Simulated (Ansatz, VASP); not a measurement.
## Two plane-wave programs on Ga

Contents of INCAR:

```
SYSTEM = Ga
PREC = Accurate
ENCUT = 520
EDIFF = 1E-6
ISMEAR = -1
SIGMA = 0.1
LREAL = .False.
LASPH = .True.
NELM = 100
ALGO = Normal
ISIF = 2
LWAVE = .False.
LCHARG = .True.
GGA = PS
LELF = .True.
LVHAR = .True.
NBANDS = 12
```

Contents of KPOINTS:

```
Automatic mesh
0
Gamma
  17 17 17
  0 0 0
```

Contents of POSCAR:

```
Ga
1.0
   -1.4133600000      1.4133600000      2.2290000000
    1.4133600000     -1.4133600000      2.2290000000
    1.4133600000      1.4133600000     -2.2290000000
Ga
1
Direct
    0.0000000000      0.0000000000      0.0000000000
```

Input for Ansatz:

```yaml
crystal:
  lattice:
    - [-1.4133599999999997, 1.4133599999999997, 2.229]
    - [1.4133599999999997, -1.4133599999999997, 2.229]
    - [1.4133599999999997, 1.4133599999999997, -2.229]
  atoms:
    - { symbol: Ga, position: [0.0, 0.0, 0.0] }
basis:
  ecutwfc: 476.19925930478996
kpoints:
  mp_grid:
    grid: [17, 17, 17]
hamiltonian:
  xc: pbesol
  pseudopotentials:
    kind: paw
scf:
  convergence:
    dr2_threshold: 1.0e-09
  occupations:
    method: fermi_dirac
    width: 0.1
output:
  stress: true
```

Alike in both runs: task single point; functional PBEsol; k mesh 17 × 17 × 17; occupations fermi-dirac, width 0.1 eV; no spin polarisation.

```csv
,VASP,Ansatz
version,VASP 6.6.1,Ansatz 0.2.0
potentials or method,"VASP PAW PBE potentials, release 64 (Ga_d), cutoff 520 eV","plane waves, PAW"
valence electrons in the cell,13,13
```

```csv
,VASP,Ansatz,Ansatz less VASP
pressure (GPa),-0.3,-0.3,-0.05
"traceless stress, the component that is largest in VASP (GPa)",0.36,0.36,+0.005
```

VASP's potentials were made for PBE, not for PBEsol. Ansatz's warnings: stress scf threshold loose.
